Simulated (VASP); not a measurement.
A run of VASP 6.6.1 is set up as follows.

INCAR

```
  PREC = Accurate
  ENCUT = 520
  EDIFF = 1E-6
  ISMEAR = -1
  SIGMA = 0.05
  LREAL = False
  LASPH = True
  NELM = 60
  ALGO = Normal
  ISIF = 2
  LWAVE = False
  LCHARG = False
  GGA = PS
  NBANDS = 43
```

File KPOINTS:

```
regular mesh
0
Gamma
  11 11 1
```

POSCAR

```
W
1.0
    2.8708535316      0.0000000000      0.0000000000
   -1.4354267658      2.4862320889      0.0000000000
    0.0000000000      0.0000000000     24.3761683716
W
5
Direct
    0.6666666667      0.3333333333      0.3076775597
    0.3333333333      0.6666666667      0.4038387799
    0.0000000000      0.0000000000      0.5000000000
    0.6666666667      0.3333333333      0.5961612201
    0.3333333333      0.6666666667      0.6923224403
```

Potentials or basis: VASP PAW PBE potentials, release 64 (W_sv).

The run is started by

```sh
$ cat potpaw_PBE.64/W_sv/POTCAR > POTCAR
$ mpirun -np 1 vasp_std > vasp.out
```

Q: What does it give for the largest force?

A: 0.363 eV/Å.

Q: Estimate the band gap on the k mesh.

A: Zero (band 35 reaches 2.79 eV, above the bottom of band 36 at 1.79 eV).

Forces in eV/Å, atoms in the order of the input:
```
W    0.000  0.000  0.363
W    0.000  0.000  0.192
W    0.000  0.000  0.000
W    0.000  0.000 -0.192
W    0.000  0.000 -0.363
```

Caveat: the PAW data sets were made with another functional, which shifts forces and pressure a little; spin-orbit coupling is left out, which moves the levels of the heavy elements.
